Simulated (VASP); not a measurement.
AlN, 32 atoms in the cell. The structure is hexagonal, space group P6_3mc (No. 186). Conventional cell: a = 3.130 Å, b = 3.130 Å, c = 5.017 Å, α = 90.00°, β = 90.00°, γ = 120.00°. Within 2.5 Å of Al (site symmetry 3m) lie 4 N at 1.90 to 1.91 Å. Within 2.5 Å of N (site symmetry 3m) lie 4 Al at 1.90 to 1.91 Å. 

* Program: VASP 6.6.1
* Task: single point
* Functional: PBE
* Potentials or basis: VASP PAW PBE potentials, release 64 (Al, N)
* Cutoff: 700 eV
* k mesh: 1 × 1 × 1, shifted
* Occupations: fermi-dirac, width 0.01 eV
* Spin: no spin polarisation
* Dipole correction: no
* Further INCAR settings: LREAL = Auto; ALGO = Normal; EDIFF = 1e-06; NBANDS = 86; ISYM = -1

Potentials or basis: VASP PAW PBE potentials, release 64 (Al, N).

Run with:

```bash
$ cat potpaw_PBE.64/Al/POTCAR potpaw_PBE.64/N/POTCAR > POTCAR
$ mpirun -np 1 vasp_std > vasp.out
```

Hardware: 1 thread of Intel Xeon 8259CL, on a shared host.

How long does it take, and how much memory?

Run time: 3 min on 1 thread of Intel Xeon 8259CL (shared host), peak memory 0.55 GiB. Counts: scf iterations 15, k points 1.
